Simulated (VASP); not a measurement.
Write the native input for VASP 6.6.1 that does the following.

```
Task                   : single point
Functional             : PBE
Potentials or basis    : VASP PAW PBE potentials, release 64 (Mg, Cd, S)
Cutoff                 : 520 eV
k mesh                 : 12 × 12 × 2
Occupations            : gaussian, width 0.02 eV
Spin                   : no spin polarisation
Dipole correction      : no
Further INCAR settings : ALGO = Normal; EDIFF = 1e-07; NBANDS = 41
```

The structure of Mg5CdS6 lies in POSCAR:

```
Mg5CdS6
1.0
    3.7300173356      0.0000000289      0.0000000000
   -1.8650086928      3.2302897547      0.0000000000
    0.0000000000      0.0000000000     18.3097259000
Mg Cd S
5 1 6
Direct
    0.3333333333      0.6666666667      0.8358860000
    0.0000000000      0.0000000000      0.0000000000
    0.6666666667      0.3333333333      0.1641140000
    0.3333333333      0.6666666667      0.3283510000
    0.6666666667      0.3333333333      0.6716490000
    0.0000000000      0.0000000000      0.5000000000
    0.6666666667      0.3333333333      0.9179580000
    0.3333333333      0.6666666667      0.0820420000
    0.0000000000      0.0000000000      0.2461610000
    0.6666666667      0.3333333333      0.4095360000
    0.3333333333      0.6666666667      0.5904640000
    0.0000000000      0.0000000000      0.7538390000
```

The input as run:

INCAR

```
PREC = Accurate
ENCUT = 520
EDIFF = 1E-7
ISMEAR = 0
SIGMA = 0.02
LREAL = F
LASPH = T
NELM = 100
ALGO = Normal
ISIF = 2
LWAVE = F
LCHARG = T
GGA = PE
LELF = T
LVHAR = T
NBANDS = 41
```

KPOINTS

```
Automatic mesh
0
Gamma
  12 12 2
```

Potentials or basis: VASP PAW PBE potentials, release 64 (Mg, Cd, S).

The run is started by

```sh
$ cat potpaw_PBE.64/Mg/POTCAR potpaw_PBE.64/Cd/POTCAR potpaw_PBE.64/S/POTCAR > POTCAR
$ mpirun -np 1 vasp_std > vasp.out
```

It gave:

```json
{"Pressure": "-0.2 GPa", "Largest force": "0.048 eV/Å", "Band gap on the k mesh": "1.91 eV (least direct gap 2.34 eV)"}
```

It took 5.4 min on 1 thread of Intel(R) Xeon(R) Platinum 8259CL CPU @ 2.50GHz (Skylake/Cascade Lake), with other jobs on the host, peak memory 0.5 GiB.
